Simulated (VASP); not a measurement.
# MgI2 (P-1) in VASP: single point with PBE

Aim: the single point of MgI2 with PBE.

Program: VASP 6.6.1. These are calculated values, not measurements. Logs are shortened: lines on timing, memory, paths and dates and some standing lists are left out, and cuts for length are marked.

## Step 1: The cell of the first run

The typed cell holds 3 atoms: a = 4.158 Å, b = 4.072 Å, c = 6.876 Å, α = 90.00°, β = 90.00°, γ = 117.95°.

## Step 2: Single point, PBE (shear xy strain +4.7%)

INCAR reads:

```
SYSTEM = MgI2
PREC     = Accurate       ! precision mode
ENCUT    = 520            ! plane-wave cutoff, eV
EDIFF    = 1E-6           ! SCF threshold, eV
ISMEAR   = -1             ! smearing method
SIGMA    = 0.02           ! smearing width, eV
LREAL    = .FALSE.        ! projectors in reciprocal space
LASPH    = .TRUE.         ! aspherical terms in the spheres
NELM     = 100            ! most SCF steps
ALGO     = Normal         ! electronic algorithm
ISIF     = 2              ! what is computed and relaxed
LWAVE    = .FALSE.        ! write WAVECAR
LCHARG   = .FALSE.        ! write CHGCAR
GGA      = PE             ! functional
NBANDS   = 15             ! bands
```

KPOINTS reads:

```
regular mesh
0
G
  12 12 4
  0 0 0
```

POSCAR reads:

```
MgI2
1.0
    4.1566377955      0.0985123157      0.0000000000
   -1.9930047297      3.5504977673      0.0000000000
    0.0000000000      0.0000000000      6.8756120274
Mg I
1 2
Direct
    0.0000000000      0.0000000000      0.0000000000
    0.3336947613      0.6662607773      0.2427477451
    0.6663052387      0.3337392227      0.7572522549
```

Potentials or basis: VASP PAW PBE potentials, release 64 (Mg, I).

On the command line:

```sh
$ cat potpaw_PBE.64/Mg/POTCAR potpaw_PBE.64/I/POTCAR > POTCAR
$ mpirun -np 1 vasp_std > vasp.out
```

OUTCAR:

```text
SYSTEM = MgI2
   PREC = Accurate
   ENCUT = 520
   EDIFF = 1E-6
   ISMEAR = -1
   LREAL = .FALSE.
   LASPH = .TRUE.
   NELM = 100
   ISIF = 2
   GGA = PE

 ion  position               nearest neighbor table
   1  0.000  0.000  0.000-   2 2.89   3 2.89   2 2.92   3 2.92   3 2.96   2 2.96
   2  0.334  0.666  0.243-   1 2.89   1 2.92   1 2.96
   3  0.666  0.334  0.757-   1 2.89   1 2.92   1 2.96

  Warning from LATTYP: Monoclinic adjustment (A1->A3, A2->A1, A3->A2)!
  LATTYP: Found a simple monoclinic cell.
 ALAT       =     4.0716215748
 B/A-ratio  =     1.6886667636
 C/A-ratio  =     1.0211668561
 COS(beta)  =    -0.4686884648

  Lattice vectors:

 A1 = (  -1.9930047297,   3.5504977673,   0.0000000000)
 A2 = (   0.0000000000,   0.0000000000,   6.8756120274)
 A3 = (   4.1566377955,   0.0985123157,   0.0000000000)

Analysis of symmetry for initial positions (statically):
=====================================================================
 Subroutine PRICEL returns:
 Original cell was already a primitive cell.

 Routine SETGRP: Setting up the symmetry group for a
 simple monoclinic supercell.

 Subroutine GETGRP returns: Found  2 space group operations
 (whereof  2 operations were pure point group operations)
 out of a pool of  4 trial point group operations.

The static configuration has the point symmetry S_2 .

Analysis of symmetry for dynamics (positions and initial velocities):
=====================================================================
 Subroutine PRICEL returns:
 Original cell was already a primitive cell.

 Routine SETGRP: Setting up the symmetry group for a
 simple monoclinic supercell.

 Subroutine GETGRP returns: Found  2 space group operations
 (whereof  2 operations were pure point group operations)
 out of a pool of  4 trial point group operations.

The dynamic configuration has the point symmetry S_2 .

 Subroutine INISYM returns: Found  2 space group operations
 (whereof  2 operations are pure point group operations),
 and found     1 'primitive' translations

----------------------------------------------------------------------------------------

                                     Primitive cell

  volume of cell :     102.8211

  direct lattice vectors                    reciprocal lattice vectors
     4.156637796  0.098512316  0.000000000     0.237420522  0.133271517  0.000000000
    -1.993004730  3.550497767  0.000000000    -0.006587483  0.277952890  0.000000000
     0.000000000  0.000000000  6.875612027     0.000000000  0.000000000  0.145441598

  length of vectors
     4.157805003  4.071621575  6.875612027     0.272267885  0.278030940  0.145441598

  position of ions in fractional coordinates (direct lattice)
     0.000000000  0.000000000  0.000000000
     0.333694761  0.666260777  0.242747745
     0.666305239  0.333739223  0.757252255

  ion indices of the primitive-cell ions
   primitive index   ion index
                 1           1
                 2           2
                 3           3

----------------------------------------------------------------------------------------

 KPOINTS: regular mesh

Automatic generation of k-mesh.
 Grid dimensions read from file:
 generate k-points for:   12   12    4

 Generating k-lattice:

  Cartesian coordinates                     Fractional coordinates (reciprocal lattice)
     0.019785043  0.011105960  0.000000000     0.083333333  0.000000000  0.000000000
    -0.000548957  0.023162741  0.000000000     0.000000000  0.083333333  0.000000000
     0.000000000  0.000000000  0.036360399     0.000000000  0.000000000  0.250000000

  Length of vectors
     0.022688990  0.023169245  0.036360399

  Shift w.r.t. Gamma in fractional coordinates (k-lattice)
     0.000000000  0.000000000  0.000000000

 Subroutine IBZKPT returns following result:
 ===========================================

 Found    292 irreducible k-points:

 Following reciprocal coordinates:
            Coordinates               Weight
  0.000000  0.000000  0.000000      1.000000
  0.083333  0.000000  0.000000      2.000000
  0.166667  0.000000  0.000000      2.000000
  0.250000  0.000000  0.000000      2.000000
  0.333333 -0.000000  0.000000      2.000000
  0.416667  0.000000  0.000000      2.000000
[... 16 lines left out ...]
  0.250000  0.166667  0.000000      2.000000
  0.333333  0.166667  0.000000      2.000000
 [... further k-points ...]
   k-points           NKPTS =    292   k-points in BZ     NKDIM =    292   number of bands    NBANDS=     15
   number of dos      NEDOS =    301   number of ions     NIONS =      3
   total plane-waves  NPLWV =  51840
   dimension x,y,z NGX =    32 NGY =   30 NGZ =   54
   dimension x,y,z NGXF=    64 NGYF=   60 NGZF=  108
   ions per type =               1   2
   NGX,Y,Z   is equivalent  to a cutoff of  12.79, 12.25, 13.06 a.u.
   NGXF,Y,Z  is equivalent  to a cutoff of  25.59, 24.50, 26.11 a.u.
 SYSTEM =  MgI2
   PREC   = accura    normal or accurate (medium, high low for compatibility)
   ISTART =      0    job   : 0-new  1-cont  2-samecut
   ICHARG =      2    charge: 1-file 2-atom 10-const
   ISPIN  =      1    spin polarized calculation?
   LNONCOLLINEAR =      F non collinear calculations
   LSORBIT =      F    spin-orbit coupling
   LASPH  =      T    aspherical Exc in radial PAW
   ENCUT  =  520.0 eV  38.22 Ry    6.18 a.u.   7.73  7.57 12.78*2*pi/ulx,y,z
   NELM   =    100;   NELMIN=  2; NELMDL= -5     # of ELM steps
   EDIFF  = 0.1E-05   stopping-criterion for ELM
   LREAL  =      F    real-space projection
   EDIFFG = 0.1E-04   stopping-criterion for IOM
   NSW    =      0    number of steps for IOM
   IBRION =     -1    ionic relax: 0-MD 1-quasi-New 2-CG
   NFREE  =      0    steps in history (QN), initial steepest desc. (CG)
   ISIF   =      2    stress and relaxation
   ISYM   =      2    0-nonsym 1-usesym 2-fastsym
   POTIM  = 0.5000    time-step for ionic-motion
   TEBEG  =    0.0;   TEEND  =   0.0 temperature during run
   PSTRESS=    0.0 pullay stress
   NELECT =      16.0000    total number of electrons
   NUPDOWN=      -1.0000    fix difference up-down
   EMIN   =  10.00;   EMAX   =-10.00  energy-range for DOS
   EFERMI =   0.00;   METHOD = LEGACY
   ISMEAR =    -1;   SIGMA  =   0.02  broadening in eV -4-tet -1-fermi 0-gaus
   EFERMI_NEDOS =   21; number of points for ismear=-14 and -15
   IALGO  =     38    algorithm
   IMIX   =      4    mixing-type and parameters
     AMIX     =   0.40;   BMIX     =  1.00
     AMIX_MAG =   1.60;   BMIX_MAG =  1.00
  volume/ion in A,a.u.               =      34.27       231.29
  Fermi-wavevector in a.u.,A,eV,Ry     =   0.880550  1.663998 10.549527  0.775368
  Thomas-Fermi vector in A             =   2.000925
   LORBIT       =      0    0 simple, 1 ext, 2 COOP (PROOUT), +10 PAW based schemes
   GGA     = PE    functional components
   LHFCALC =     F    Hartree Fock is set to
   AEXX    =    0.0000 exact exchange contribution
   IVDW    =     0    specifies the selected vdW correction
   LEPSILON=     F    determine dielectric tensor
   LRPA    =     F    only Hartree local field effects (RPA)
 non-spin polarized calculation
  energy-cutoff  :      520.00
  volume of cell :      102.82
 maximum number of plane-waves:      2790
   NGX = 15   NGY = 15   NGZ = 25

 number of electron      16.0000000 magnetization

 Free energy of the ion-electron system (eV)
  ---------------------------------------------------
  ext. energy  EPLUGINS =         0.00000000
  ---------------------------------------------------
  free energy    TOTEN  =        -7.68698841 eV

  energy without entropy =       -7.68698841  energy(sigma->0) =       -7.68698841

 E-fermi :   2.7381     XC(G=0):  -8.2032

 val. band max:        2.3496896171   @ k =   0.0000   0.0000   0.0000
 cond. band min:       5.6811872713   @ k =   0.5000   0.5000   0.2500
 fundamental gap:      3.3314976541
 Fermi energy:         2.7381347557

 k-point     1 :       0.0000    0.0000    0.0000
  band No.  band energies     occupation
      1      -9.7804      2.00000
      2      -9.0746      2.00000
      3      -1.2445      2.00000
      4       1.7414      2.00000
      5       1.9338      2.00000
      6       2.1112      2.00000
      7       2.2622      2.00000
      8       2.3497      2.00000
      9       5.9662      0.00000
     10       7.0340      0.00000
     11       8.7702      0.00000
     12       9.2394      0.00000
     13       9.7661      0.00000
     14      10.1680      0.00000
     15      10.7397      0.00000

 k-point     2 :       0.0833    0.0000    0.0000
  band No.  band energies     occupation
      1      -9.7462      2.00000
      2      -9.0574      2.00000
      3      -1.1967      2.00000
      4       1.4438      2.00000
      5       1.8319      2.00000
      6       1.8889      2.00000
      7       2.2493      2.00000
      8       2.3226      2.00000
      9       6.2821      0.00000
     10       7.3447      0.00000
     11       8.4804      0.00000
     12       9.3110      0.00000
     13       9.8674      0.00000
     14      10.0822      0.00000
     15      10.8190      0.00000

 k-point     3 :       0.1667    0.0000    0.0000
  band No.  band energies     occupation
      1      -9.6487      2.00000
      2      -9.0114      2.00000
      3      -1.0634      2.00000
      4       0.7709      2.00000
      5       1.3265      2.00000
      6       1.6541      2.00000
      7       2.1794      2.00000
      8       2.2677      2.00000
      9       6.8510      0.00000
     10       7.7813      0.00000
     11       8.3193      0.00000
     12       9.3747      0.00000
     13       9.5391      0.00000
     14      10.2616      0.00000
     15      10.8860      0.00000

 k-point     4 :       0.2500    0.0000    0.0000
  band No.  band energies     occupation
      1      -9.5028      2.00000
      2      -8.9524      2.00000
      3      -0.8968      2.00000
      4       0.0782      2.00000
      5       0.7329      2.00000
      6       1.4426      2.00000
      7       2.0290      2.00000
      8       2.1804      2.00000
      9       6.8489      0.00000
     10       7.8340      0.00000
     11       8.5422      0.00000
     12       9.3510      0.00000
     13       9.6622      0.00000
     14      10.3154      0.00000
     15      11.2932      0.00000
[... 307 lines left out ...]
 k-point    22 :       0.1667    0.1667    0.0000
  band No.  band energies     occupation
      1      -9.4195      2.00000
      2      -8.9183      2.00000
      3      -0.8131      2.00000
      4       0.2059      2.00000
      5       0.2629      2.00000
      6       1.3096      2.00000
      7       1.5836      2.00000
      8       2.0136      2.00000
      9       7.0758      0.00000
     10       8.4551      0.00000
     11       9.0367      0.00000
     12       9.1849      0.00000
     13       9.3122      0.00000
     14       9.5146      0.00000
     15      11.7235      0.00000

 k-point    23 :       0.2500    0.1667    0.0000
  band No.  band energies     occupation
      1      -9.2651      2.00000
      2      -8.8790      2.00000
      3      -0.8511      2.00000
      4      -0.1614      2.00000
      5       0.1733      2.00000
      6       0.9351      2.00000
      7       1.3832      2.00000
      8       1.8030      2.00000
      9       6.7774      0.00000
     10       8.7681      0.00000
     11       8.8655      0.00000
     12       9.2810      0.00000
     13       9.7727      0.00000
     14       9.8884      0.00000
     15      11.4903      0.00000

 k-point    24 :       0.3333    0.1667    0.0000
  band No.  band energies     occupation
      1      -9.1237      2.00000
      2      -8.8673      2.00000
      3      -1.0731      2.00000
      4      -0.2978      2.00000
      5       0.3101      2.00000
      6       0.6153      2.00000
      7       1.2945      2.00000
      8       1.5545      2.00000
      9       6.4887      0.00000
     10       8.5154      0.00000
     11       8.9046      0.00000
     12       9.3912      0.00000
     13      10.1756      0.00000
     14      10.7932      0.00000
     15      11.3986      0.00000

 [... further k-points ...]

------------------------ aborting loop because EDIFF is reached ----------------------------------------

  FORCE on cell =-STRESS in cart. coord.  units (eV):
  Direction    XX          YY          ZZ          XY          YZ          ZX
  --------------------------------------------------------------------------------------
  -------------------------------------------------------------------------------------
  Total        0.6591500      0.7052784      0.7806000     -0.5019020     -0.0058977      0.0493021
  in kB       10.2709940     10.9897760     12.1634506     -7.8207281     -0.0918990      0.7682342
  external PRESSURE =      11.1414069 kB  Pullay stress =       0.0000000 kB

 VOLUME and BASIS-vectors are now :
 -----------------------------------------------------------------------------
  energy-cutoff  :      520.00
  volume of cell :      102.82
      direct lattice vectors                 reciprocal lattice vectors
     4.156637796  0.098512316  0.000000000     0.237420522  0.133271517  0.000000000
    -1.993004730  3.550497767  0.000000000    -0.006587483  0.277952890  0.000000000
     0.000000000  0.000000000  6.875612027     0.000000000  0.000000000  0.145441598

 POSITION                                       TOTAL-FORCE (eV/Angst)
 -----------------------------------------------------------------------------------
      0.00000      0.00000      0.00000        -0.000000      0.000000      0.000000
      0.05919      2.39843      1.66904         0.005990     -0.001212     -0.000204
      2.10445      1.25058      5.20657        -0.005990      0.001212      0.000204
 -----------------------------------------------------------------------------------
    total drift:                                0.000000     -0.000000      0.000000

  FREE ENERGIE OF THE ION-ELECTRON SYSTEM (eV)
  ---------------------------------------------------
  free  energy   TOTEN  =        -7.6869884135 eV

  energy  without entropy=       -7.6869884134  energy(sigma->0) =       -7.68698841
```

It took 4.7 min on 1 thread of Intel Xeon Platinum 8259CL at 2.50GHz (Skylake/Cascade Lake), shared host; peak memory 0.56 GiB.

Results:

```
Free energy            : -7.6870 eV
Pressure               : 1.1 GPa
Largest force          : 0.006 eV/Å
Band gap on the k mesh : 3.33 eV (least direct gap 3.62 eV)
```

Forces in eV/Å, atoms in the order of the input:
```
Mg   0.000  0.000  0.000
I    0.006 -0.001  0.000
I   -0.006  0.001  0.000
```

Stress tensor (GPa, compression positive):
```
 1.03 -0.78  0.08
-0.78  1.10 -0.01
 0.08 -0.01  1.22
```

Caveat: the cell differs from its parent crystal (shear xy strain +4.7%); spin-orbit coupling is left out, which moves the levels of the heavy elements. A k mesh can miss the band edges.
